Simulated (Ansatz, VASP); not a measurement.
# One calculation of Rb, two programs

```xyz
2
Lattice="2.1029 -4.3297 0.0000 2.1029 4.3297 0.0000 0.0000 0.0000 8.9276" Properties=species:S:1:pos:R:3 pbc="T T T"
Rb    2.1029   -2.9096    6.6957
Rb    2.1029    2.9096    2.2319
```

Change from the starting cell: normal strain along x -0.1500, normal strain along z +0.1100.

Alike in both runs: task single point; functional PBE; dispersion D3(BJ); k mesh 10 × 10 × 6; occupations gaussian, width 0.15 eV; no spin polarisation.

|  | VASP | Ansatz |
| --- | --- | --- |
| version | VASP 6.6.1 | Ansatz 0.2.0 |
| potentials or method | VASP PAW PBE potentials, release 64 (Rb_sv), cutoff 520 eV | scalar-relativistic, plane waves, PAW |
| valence electrons in the cell | 18 | 18 |

```tsv
	VASP	Ansatz	Ansatz less VASP
gap on the k mesh at the Fermi level (eV)	none	none	-
pressure (GPa)	0.3	0.3	0.00
traceless stress, the component that is largest in VASP (GPa)	0.84	0.84	-0.001
rms of the force components (eV/Å)	0.012	0.012	0.0000
```

Atom by atom the forces differ by 0.000 eV/Å (rms over components). A gap of «none» marks a metal or a gap that the smearing closes.
